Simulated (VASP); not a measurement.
A run of VASP 6.6.1:

Contents of INCAR:

```
PREC = Accurate
ENCUT = 520
EDIFF = 1E-7
ISMEAR = 0
SIGMA = 0.1
LREAL = F
LASPH = T
NELM = 100
ALGO = Normal
ISIF = 2
LWAVE = F
LCHARG = F
GGA = PE
NBANDS = 46
```

KPOINTS

```
Automatic mesh
0
Gamma
  10 10 4
```

Contents of POSCAR:

```
NbP
1.0
    3.3470468453      0.0000000000      0.0000000000
    0.0000000000      3.3470468453      0.0000000000
    0.0000000000      0.0000000000     11.7708033980
Nb P
4 4
Direct
    0.5000000000      0.5000000000     -0.0006375380
    0.0000000000      0.5000000000      0.7493624620
    0.0000000000      0.0000000000      0.4993624620
    0.5000000000      0.0000000000      0.2493624620
    0.0000000000      0.0000000000      0.0832661130
    0.5000000000      0.0000000000      0.8332661130
    0.5000000000      0.5000000000      0.5832661130
    0.0000000000      0.5000000000      0.3332661130
```

Potentials or basis: VASP PAW PBE potentials, release 64 (Nb_sv, P).

Launch:

```sh
$ cat potpaw_PBE.64/Nb_sv/POTCAR potpaw_PBE.64/P/POTCAR > POTCAR
$ mpirun -np 1 vasp_std > vasp.out
```

Hardware: 1 thread of Intel(R) Xeon(R) Platinum 8488C (Sapphire Rapids) (shared host).

Problem. How long does it take, and how much memory?

Solution. Run time: 5.7 min on 1 thread of Intel(R) Xeon(R) Platinum 8488C (Sapphire Rapids), on a shared host, peak memory 0.43 GiB. Counts: scf iterations 17, k points 63.
